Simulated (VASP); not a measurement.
# LiSi16 (a cell with a defect) in VASP: notebook

The runs below take LiSi16 (a cell with a defect) through single point, with PBE.

Everything below comes from runs of VASP 6.6.1. Logs are shortened: lines on timing, memory, paths and dates and some standing lists are left out, and cuts for length are marked.

**1. The cell of the first run**

The cell holds a defect, 17 atoms: a = 7.736 Å, b = 7.736 Å, c = 7.736 Å, α = 60.00°, β = 60.00°, γ = 60.00°.

**2. Single point, PBE (with an interstitial atom, then relaxed in part)**

INCAR

```
SYSTEM = LiSi16
PREC = Accurate
ENCUT = 520
EDIFF = 1E-6
ISMEAR = 0
SIGMA = 0.01
LREAL = Auto
LASPH = .TRUE.
NELM = 100
ALGO = Normal
ISIF = 2
LWAVE = .FALSE.
LCHARG = .FALSE.
GGA = PE
NBANDS = 48
NELECT = 66.0
```

KPOINTS

```
regular mesh
0
G
  2 2 2
  0 0 0
```

POSCAR

```
LiSi16
1.0
    0.0000000000      5.4700937642     -5.4700937642
    5.4700937642      5.4700937642      0.0000000000
    5.4700937642      0.0000000000     -5.4700937642
Si Li
16 1
Direct
    0.1276903254      0.1239347486      0.1288847908
    0.1274715487      0.6150257077      0.1289295497
    0.6183230800      0.1242186747      0.1290832938
    0.6261344987      0.6226675779      0.1242203385
    0.1273639209      0.1242409452      0.6198372906
    0.1228172623      0.6226247953      0.6275173777
    0.6261074036      0.1194068419      0.6274710921
    0.6260093028      0.6227586743      0.6275562498
    0.2523678325      0.7446235634      0.2537500448
    0.2501520429      0.2468568320      0.2516633003
    0.7481320816      0.7448817222      0.2537817833
    0.7483519488      0.2488898668      0.2536945940
    0.2522418268      0.7448916223      0.7496001250
    0.2523423375      0.2488424515      0.7495606708
    0.7502841849      0.7468771705      0.7516913926
    0.7480224481      0.2489961217      0.7497336443
    0.0001260940     -0.0031483814      0.0016450734
```

Potentials or basis: VASP PAW PBE potentials, release 64 (Si, Li_sv).

Launch:

```
> cat potpaw_PBE.64/Si/POTCAR potpaw_PBE.64/Li_sv/POTCAR > POTCAR
> mpirun -np 1 vasp_std > vasp.out
```

OUTCAR:

```text
SYSTEM = LiSi16
   PREC = Accurate
   ENCUT = 520
   EDIFF = 1E-6
   ISMEAR = 0
   LREAL = Auto
   LASPH = .TRUE.
   NELM = 100
   ISIF = 2
   GGA = PE
   NELECT = 66.0

 ion  position               nearest neighbor table
   1  0.128  0.124  0.129-  10 2.33   9 2.40  14 2.40  12 2.40  17 2.41
   2  0.127  0.615  0.129-  10 2.33   9 2.40  13 2.40  11 2.40  17 2.41
   3  0.618  0.124  0.129-  10 2.33  12 2.40  11 2.40  16 2.40  17 2.41
   4  0.626  0.623  0.124-  15 2.35   9 2.36  11 2.36  12 2.36
   5  0.127  0.124  0.620-  10 2.33  14 2.40  16 2.40  13 2.40  17 2.41
   6  0.123  0.623  0.628-  15 2.35   9 2.36  13 2.36  14 2.36
   7  0.626  0.119  0.627-  15 2.35  14 2.36  16 2.36  12 2.36
   8  0.626  0.623  0.628-  15 2.35  16 2.36  13 2.36  11 2.36
   9  0.252  0.745  0.254-   4 2.36   6 2.36   1 2.40   2 2.40  17 2.76
  10  0.250  0.247  0.252-   1 2.33   2 2.33   3 2.33   5 2.33
  11  0.748  0.745  0.254-   4 2.36   8 2.36   3 2.40   2 2.40  17 2.76
  12  0.748  0.249  0.254-   7 2.36   4 2.36   3 2.40   1 2.40  17 2.76
  13  0.252  0.745  0.750-   8 2.36   6 2.36   2 2.40   5 2.40  17 2.76
  14  0.252  0.249  0.750-   7 2.36   6 2.36   5 2.40   1 2.40  17 2.76
  15  0.750  0.747  0.752-   8 2.35   4 2.35   7 2.35   6 2.35
  16  0.748  0.249  0.750-   8 2.36   7 2.36   5 2.40   3 2.40  17 2.76
  17  0.000  0.997  0.002-   3 2.41   5 2.41   2 2.41   1 2.41  11 2.76  13 2.76  16 2.76  12 2.76
                            14 2.76   9 2.76

  LATTYP: Found a face centered cubic cell.
 ALAT       =    10.9401875284

  Lattice vectors:

 A1 = (   0.0000000000,   5.4700937642,  -5.4700937642)
 A2 = (   5.4700937642,   5.4700937642,   0.0000000000)
 A3 = (   5.4700937642,   0.0000000000,  -5.4700937642)

Analysis of symmetry for initial positions (statically):
=====================================================================
 Subroutine PRICEL returns:
 Original cell was already a primitive cell.

 Routine SETGRP: Setting up the symmetry group for a
 face centered cubic supercell.

 Subroutine GETGRP returns: Found  1 space group operations
 (whereof  1 operations were pure point group operations)
 out of a pool of 48 trial point group operations.

The static configuration has the point symmetry C_1 .

Analysis of symmetry for dynamics (positions and initial velocities):
=====================================================================
 Subroutine PRICEL returns:
 Original cell was already a primitive cell.

 Routine SETGRP: Setting up the symmetry group for a
 face centered cubic supercell.

 Subroutine GETGRP returns: Found  1 space group operations
 (whereof  1 operations were pure point group operations)
 out of a pool of 48 trial point group operations.

The dynamic configuration has the point symmetry C_1 .

 Subroutine INISYM returns: Found  1 space group operations
 (whereof  1 operations are pure point group operations),
 and found     1 'primitive' translations

----------------------------------------------------------------------------------------

                                     Primitive cell

  volume of cell :     327.3515

  direct lattice vectors                    reciprocal lattice vectors
     0.000000000  5.470093764 -5.470093764    -0.091406111  0.091406111 -0.091406111
     5.470093764  5.470093764  0.000000000     0.091406111  0.091406111  0.091406111
     5.470093764  0.000000000 -5.470093764     0.091406111 -0.091406111 -0.091406111

  length of vectors
     7.735880789  7.735880789  7.735880789     0.158320029  0.158320029  0.158320029

  position of ions in fractional coordinates (direct lattice)
     0.127690325  0.123934749  0.128884791
     0.127471549  0.615025708  0.128929550
     0.618323080  0.124218675  0.129083294
     0.626134499  0.622667578  0.124220339
     0.127363921  0.124240945  0.619837291
     0.122817262  0.622624795  0.627517378
[... 9 lines left out ...]
     0.748022448  0.248996122  0.749733644
     0.000126094  0.996851619  0.001645073

  ion indices of the primitive-cell ions
   primitive index   ion index
                 1           1
                 2           2
                 3           3
                 4           4
                 5           5
                 6           6
[... 9 lines left out ...]
                16          16
                17          17

----------------------------------------------------------------------------------------

 KPOINTS: regular mesh

Automatic generation of k-mesh.
 Grid dimensions read from file:
 generate k-points for:    2    2    2

 Generating k-lattice:

  Cartesian coordinates                     Fractional coordinates (reciprocal lattice)
    -0.045703056  0.045703056 -0.045703056     0.500000000  0.000000000  0.000000000
     0.045703056  0.045703056  0.045703056     0.000000000  0.500000000  0.000000000
     0.045703056 -0.045703056 -0.045703056     0.000000000  0.000000000  0.500000000

  Length of vectors
     0.079160015  0.079160015  0.079160015

  Shift w.r.t. Gamma in fractional coordinates (k-lattice)
     0.000000000  0.000000000  0.000000000

 Subroutine IBZKPT returns following result:
 ===========================================

 Found      8 irreducible k-points:

 Following reciprocal coordinates:
            Coordinates               Weight
  0.000000  0.000000  0.000000      1.000000
  0.500000  0.000000  0.000000      1.000000
  0.000000  0.500000  0.000000      1.000000
  0.000000  0.000000  0.500000      1.000000
  0.500000  0.500000  0.500000      1.000000
  0.500000  0.500000  0.000000      1.000000
  0.000000  0.500000  0.500000      1.000000
  0.500000  0.000000  0.500000      1.000000
   k-points           NKPTS =      8   k-points in BZ     NKDIM =      8   number of bands    NBANDS=     48
   number of dos      NEDOS =    301   number of ions     NIONS =     17
   total plane-waves  NPLWV = 216000
   dimension x,y,z NGX =    60 NGY =   60 NGZ =   60
   dimension x,y,z NGXF=   120 NGYF=  120 NGZF=  120
   ions per type =              16   1
   NGX,Y,Z   is equivalent  to a cutoff of  12.89, 12.89, 12.89 a.u.
   NGXF,Y,Z  is equivalent  to a cutoff of  25.79, 25.79, 25.79 a.u.
 SYSTEM =  LiSi16
   PREC   = accura    normal or accurate (medium, high low for compatibility)
   ISTART =      0    job   : 0-new  1-cont  2-samecut
   ICHARG =      2    charge: 1-file 2-atom 10-const
   ISPIN  =      1    spin polarized calculation?
   LNONCOLLINEAR =      F non collinear calculations
   LSORBIT =      F    spin-orbit coupling
   LASPH  =      T    aspherical Exc in radial PAW
   ENCUT  =  520.0 eV  38.22 Ry    6.18 a.u.  14.38 14.38 14.38*2*pi/ulx,y,z
   NELM   =    100;   NELMIN=  2; NELMDL= -5     # of ELM steps
   EDIFF  = 0.1E-05   stopping-criterion for ELM
   LREAL  =      T    real-space projection
   EDIFFG = 0.1E-04   stopping-criterion for IOM
   NSW    =      0    number of steps for IOM
   IBRION =     -1    ionic relax: 0-MD 1-quasi-New 2-CG
   NFREE  =      0    steps in history (QN), initial steepest desc. (CG)
   ISIF   =      2    stress and relaxation
   ISYM   =      2    0-nonsym 1-usesym 2-fastsym
   POTIM  = 0.5000    time-step for ionic-motion
   TEBEG  =    0.0;   TEEND  =   0.0 temperature during run
   PSTRESS=    0.0 pullay stress
   NELECT =      66.0000    total number of electrons
   NUPDOWN=      -1.0000    fix difference up-down
   EMIN   =  10.00;   EMAX   =-10.00  energy-range for DOS
   EFERMI =   0.00;   METHOD = LEGACY
   ISMEAR =     0;   SIGMA  =   0.01  broadening in eV -4-tet -1-fermi 0-gaus
   EFERMI_NEDOS =   21; number of points for ismear=-14 and -15
   IALGO  =     38    algorithm
   IMIX   =      4    mixing-type and parameters
     AMIX     =   0.40;   BMIX     =  1.00
     AMIX_MAG =   1.60;   BMIX_MAG =  1.00
  volume/ion in A,a.u.               =      19.26       129.95
  Fermi-wavevector in a.u.,A,eV,Ry     =   0.959956  1.814054 12.537983  0.921516
  Thomas-Fermi vector in A             =   2.089198
   LORBIT       =      0    0 simple, 1 ext, 2 COOP (PROOUT), +10 PAW based schemes
   GGA     = PE    functional components
   LHFCALC =     F    Hartree Fock is set to
   AEXX    =    0.0000 exact exchange contribution
   IVDW    =     0    specifies the selected vdW correction
   LEPSILON=     F    determine dielectric tensor
   LRPA    =     F    only Hartree local field effects (RPA)
 non-spin polarized calculation
 Gauss-broadening in eV      SIGMA  =   0.01
  energy-cutoff  :      520.00
  volume of cell :      327.35
 maximum number of plane-waves:      8824
 NGX is ok and might be reduce to    60
   NGX = 29   NGY = 29   NGZ = 29

 number of electron      66.0000001 magnetization

 Free energy of the ion-electron system (eV)
  ---------------------------------------------------
  ext. energy  EPLUGINS =         0.00000000
  ---------------------------------------------------
  free energy    TOTEN  =       -93.44262044 eV

  energy without entropy =      -93.44262044  energy(sigma->0) =      -93.44262044

 E-fermi :   5.9717     XC(G=0):  -9.3544

 val. band max:        5.8185662685   @ k =   0.0000   0.0000   0.0000
 cond. band min:       6.5039442697   @ k =   0.0000   0.0000   0.0000
 fundamental gap:      0.6853780012
 Fermi energy:         5.9717175934

 k-point     1 :       0.0000    0.0000    0.0000
  band No.  band energies     occupation
      1     -40.5981      2.00000
      2      -5.9974      2.00000
      3      -3.8011      2.00000
      4      -3.7374      2.00000
      5      -3.7373      2.00000
      6      -3.7373      2.00000
[... 37 lines left out ...]
     44       8.1264      0.00000
     45       8.1267      0.00000

 k-point     2 :       0.5000    0.0000    0.0000
  band No.  band energies     occupation
      1     -40.5981      2.00000
      2      -5.2848      2.00000
      3      -5.1587      2.00000
      4      -3.4837      2.00000
      5      -3.4367      2.00000
      6      -3.4364      2.00000
[... 280 lines left out ...]
 k-point     8 :       0.5000    0.0000    0.5000
  band No.  band energies     occupation
      1     -40.5981      2.00000
      2      -4.9990      2.00000
      3      -4.9107      2.00000
      4      -4.0421      2.00000
      5      -4.0082      2.00000
      6      -4.0081      2.00000
[... 37 lines left out ...]
     44      10.1118      0.00000
     45      10.1687      0.00000
 [bands above 45 left out]

------------------------ aborting loop because EDIFF is reached ----------------------------------------

  FORCE on cell =-STRESS in cart. coord.  units (eV):
  Direction    XX          YY          ZZ          XY          YZ          ZX
  --------------------------------------------------------------------------------------
  -------------------------------------------------------------------------------------
  Total       -5.3478072     -5.3512282     -5.3482512      0.0023511     -0.0014180      0.0038601
  in kB      -26.1741158    -26.1908590    -26.1762889      0.0115069     -0.0069400      0.0188927
  external PRESSURE =     -26.1804212 kB  Pullay stress =       0.0000000 kB

 VOLUME and BASIS-vectors are now :
 -----------------------------------------------------------------------------
  energy-cutoff  :      520.00
  volume of cell :      327.35
      direct lattice vectors                 reciprocal lattice vectors
     0.000000000  5.470093764 -5.470093764    -0.091406111  0.091406111 -0.091406111
     5.470093764  5.470093764  0.000000000     0.091406111  0.091406111  0.091406111
     5.470093764  0.000000000 -5.470093764     0.091406111 -0.091406111 -0.091406111

 POSITION                                       TOTAL-FORCE (eV/Angst)
 -----------------------------------------------------------------------------------
      1.38295      1.37641     -1.40349         0.004471      0.002467      0.001934
      4.06951      4.06153     -1.40254        -0.001350     -0.002435     -0.001699
      1.38559      4.06177     -4.08838        -0.000033     -0.000455      0.003214
      4.08555      6.83106     -4.10451        -0.002405     -0.000459     -0.000928
      4.07018      1.37630     -4.08726        -0.002170      0.001949      0.002011
      6.83839      4.07764     -4.10440        -0.000336     -0.000222     -0.000075
[... 9 lines left out ...]
      5.46315      5.45379     -8.19287        -0.000714      0.000246     -0.002916
      5.46187      5.45356     -0.00969         0.001278      0.003462      0.000130
 -----------------------------------------------------------------------------------
    total drift:                               -0.000267      0.002856      0.000741

  FREE ENERGIE OF THE ION-ELECTRON SYSTEM (eV)
  ---------------------------------------------------
  free  energy   TOTEN  =       -93.4426204395 eV

  energy  without entropy=      -93.4426204395  energy(sigma->0) =      -93.44262044
```

Wall time 3.3 min (1 thread of Intel Xeon Platinum 8259CL at 2.50GHz (Skylake/Cascade Lake), shared host); peak memory 0.48 GiB.

Results:

```yaml
Free_energy: -93.4426 eV
Largest_force: 0.005 eV/Å
```

Forces on the atoms (eV/Å):
```
Si   0.004  0.002  0.002
Si  -0.001 -0.002 -0.002
Si   0.000  0.000  0.003
Si  -0.002  0.000 -0.001
Si  -0.002  0.002  0.002
Si   0.000  0.000  0.000
Si   0.000 -0.001  0.000
Si   0.000  0.000  0.000
Si   0.000  0.000  0.002
Si   0.001  0.000 -0.001
Si  -0.002 -0.001 -0.002
Si  -0.001 -0.001  0.000
Si   0.002 -0.002 -0.001
Si   0.002 -0.001  0.000
Si   0.000  0.000  0.000
Si  -0.001  0.000 -0.003
Li   0.001  0.003  0.000
```

Levels at points of the mesh, in eV from the Fermi level:
```
           k point  band 29  band 30  band 31  band 32  band 33  band 34  band 35  band 36  band 37  band 38
(0.00, 0.00, 0.00)    -1.26    -1.26    -0.15    -0.15    -0.15     0.53     0.53     0.53     0.60     0.60
(0.50, 0.00, 0.00)    -2.22    -0.95    -0.95    -0.87    -0.87     1.06     1.27     1.27     1.45     1.46
(0.00, 0.50, 0.00)    -2.22    -0.95    -0.95    -0.87    -0.87     1.06     1.27     1.27     1.45     1.46
(0.00, 0.00, 0.50)    -2.22    -0.95    -0.95    -0.87    -0.87     1.06     1.27     1.27     1.45     1.46
(0.50, 0.50, 0.50)    -2.22    -0.95    -0.95    -0.87    -0.87     1.06     1.27     1.27     1.45     1.46
(0.50, 0.50, 0.00)    -2.02    -1.49    -1.49    -1.44    -1.40     0.94     1.00     2.03     2.14     2.15
(0.00, 0.50, 0.50)    -2.02    -1.49    -1.49    -1.44    -1.40     0.94     1.00     2.03     2.14     2.14
(0.50, 0.00, 0.50)    -2.02    -1.49    -1.49    -1.44    -1.40     0.94     1.00     2.03     2.14     2.15
```

Caveat: the k points lie up to 0.50 Å⁻¹ apart; the cell carries a net charge on a neutralising background, which shifts energy and pressure; the cell differs from its parent crystal (with an interstitial atom, then relaxed in part); the cell is charged against a uniform background, so pressure and absolute levels hang on convention; the cutoff is under 1.25 times the usual one of these potentials, so pressure, stress and relaxed cells hold a basis-set (Pulay) error.

**3. Single point, PBE, collinear spin (with an interstitial atom, then relaxed in part)**

INCAR

```
PREC = Accurate ; ENCUT = 520
EDIFF = 1E-6 ; ISMEAR = 0
SIGMA = 0.01 ; LREAL = Auto
LASPH = T ; NELM = 150
ALGO = Normal ; ISIF = 2
LWAVE = F ; LCHARG = F
ISPIN = 2 ; MAGMOM = 0.091 0.091 0.091 0 0.091 0 0 0 0.091 0 0.091 0.091 0.091 0.091 0 0.091 0.091
LORBIT = 11 ; GGA = PE
NBANDS = 52
```

KPOINTS

```
Automatic mesh
0
Gamma
  2 2 2
```

POSCAR

```
LiSi16
1.0
    0.0000000000      5.4700937642     -5.4700937642
    5.4700937642      5.4700937642      0.0000000000
    5.4700937642      0.0000000000     -5.4700937642
Si Li
16 1
Direct
    0.1301136100      0.1241888127      0.1279485403
    0.1268028235      0.6144218817      0.1312143702
    0.6170220887      0.1241932813      0.1279002196
    0.6259156065      0.6241407382      0.1232463002
    0.1267694044      0.1275216914      0.6181179283
    0.1221221520      0.6233226127      0.6270379219
    0.6259084349      0.1195301714      0.6278659440
    0.6267404859      0.6233242343      0.6270283387
    0.2521867527      0.7455664400      0.2533027809
    0.2501965932      0.2475910304      0.2512923414
    0.7481884890      0.7455852107      0.2532834861
    0.7490957351      0.2486448120      0.2523785259
    0.2512440095      0.7465137335      0.7502160238
    0.2521635580      0.2495876756      0.7493121830
    0.7501704368      0.7475769809      0.7512959424
    0.7481665265      0.2495875926      0.7492848320
    0.0002226311     -0.0023823344      0.0012901763
```

Potentials or basis: VASP PAW PBE potentials, release 64 (Si, Li_sv).

Launch:

```
> cat potpaw_PBE.64/Si/POTCAR potpaw_PBE.64/Li_sv/POTCAR > POTCAR
> mpirun -np 1 vasp_std > vasp.out
```

It took 7.2 min on 1 thread of Intel Xeon Platinum 8259CL at 2.50GHz (Skylake/Cascade Lake), shared host; peak memory 0.71 GiB.

It converged, with:

| Item | Value |
| --- | --- |
| Free energy | -86.9719 eV |
| Largest force | 0.006 eV/Å |
| Net moment | 0.00 μB per cell |
| Valence electrons inside the program's atomic spheres | Si 1.69, 1.68, 1.67 (each value once); Li 2.11 |

Forces in eV/Å, atoms in the order of the input:
```
Si   0.005  0.003  0.000
Si  -0.004 -0.002 -0.003
Si   0.005 -0.001  0.003
Si  -0.003  0.000 -0.001
Si  -0.004  0.002  0.002
Si   0.000  0.001 -0.001
Si   0.001  0.000  0.000
Si   0.000 -0.001  0.000
Si   0.000 -0.001  0.001
Si   0.000 -0.001  0.000
Si  -0.001 -0.001 -0.001
Si  -0.001  0.001 -0.001
Si   0.001  0.000  0.000
Si  -0.001 -0.001  0.000
Si   0.000  0.000 -0.001
Si   0.001  0.000 -0.001
Li   0.001  0.002  0.002
```

Levels at points of the mesh, in eV from the Fermi level:
Spin up:
```tsv
k point	band 31	band 32	band 33	band 34	band 35	band 36
(0.00, 0.00, 0.00)	-0.71	-0.71	-0.71	-0.07	-0.07	-0.07
(0.50, 0.00, 0.00)	-1.50	-1.43	-1.43	0.49	0.67	0.69
(0.00, 0.50, 0.00)	-1.50	-1.43	-1.43	0.49	0.67	0.69
(0.00, 0.00, 0.50)	-1.50	-1.43	-1.43	0.49	0.67	0.69
(0.50, 0.50, 0.50)	-1.50	-1.43	-1.43	0.49	0.67	0.69
(0.50, 0.50, 0.00)	-2.06	-1.98	-1.94	0.36	0.40	1.44
(0.00, 0.50, 0.50)	-2.04	-2.00	-1.99	0.35	0.42	1.45
(0.50, 0.00, 0.50)	-2.06	-1.98	-1.94	0.36	0.40	1.44
```
Spin down:
| k point | band 31 | band 32 | band 33 | band 34 | band 35 | band 36 |
| --- | --- | --- | --- | --- | --- | --- |
| (0.00, 0.00, 0.00) | -0.71 | -0.71 | -0.71 | -0.07 | -0.07 | -0.07 |
| (0.50, 0.00, 0.00) | -1.50 | -1.43 | -1.43 | 0.49 | 0.67 | 0.69 |
| (0.00, 0.50, 0.00) | -1.50 | -1.43 | -1.43 | 0.49 | 0.67 | 0.69 |
| (0.00, 0.00, 0.50) | -1.50 | -1.43 | -1.43 | 0.49 | 0.67 | 0.69 |
| (0.50, 0.50, 0.50) | -1.50 | -1.43 | -1.43 | 0.49 | 0.67 | 0.69 |
| (0.50, 0.50, 0.00) | -2.06 | -1.98 | -1.94 | 0.36 | 0.40 | 1.44 |
| (0.00, 0.50, 0.50) | -2.04 | -2.00 | -1.99 | 0.35 | 0.42 | 1.45 |
| (0.50, 0.00, 0.50) | -2.06 | -1.98 | -1.94 | 0.36 | 0.40 | 1.44 |

Caveat: the k points lie up to 0.50 Å⁻¹ apart; the cell differs from its parent crystal (with an interstitial atom, then relaxed in part); the cutoff is under 1.25 times the usual one of these potentials, so pressure, stress and relaxed cells hold a basis-set (Pulay) error.
